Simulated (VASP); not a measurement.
Runs of VASP 6.6.1 on Ba. The structure is that of space group Im-3m (No. 229), or close to it. The cells are those of the table. 

```tsv
cell	gap on the mesh (eV)	pressure (GPa)
a = 4.395 Å, angles 109.5°, 1 atom	none	-0.2
a = 4.287 Å, angles 108.7, 108.7, 111.1°, 1 atom	none	0.5
a = 4.244 Å, angles 109.1, 109.1, 110.3°, 1 atom	none	0.8
a = 4.287 Å, angles 109.9, 109.9, 108.7°, 1 atom	none	0.5
a = 4.222 Å, angles 109.9, 109.9, 108.6°, 1 atom	none	(a)
a = 4.460 Å, angles 109.5°, 1 atom	none	-0.6
a = 4.244 Å, angles 110.3, 110.3, 107.8°, 1 atom	none	0.8
a = 4.200 Å, angles 109.5°, 1 atom	none	1.1
a = 4.265 Å, angles 109.5°, 1 atom	none	(b)
a = 4.309 Å, angles 109.1, 109.1, 110.3°, 1 atom	none	0.3
```

Alike in all rows: task single point; level PBE; potentials or basis VASP PAW PBE potentials, release 64 (Ba_sv); no spin polarisation; k mesh 14 × 14 × 14; cutoff (eV) 520; smearing gaussian 0.15 eV.

**Question.** Estimate the missing entries.

**Answer.** (a) 0.9; (b) 0.6.

Caveats: spin-orbit coupling is left out, which moves the levels of the heavy elements.

A k mesh can miss the band edges, and the runs leave out spin-orbit coupling on Ba.

A gap of «none» marks levels without a gap at the run's occupations.
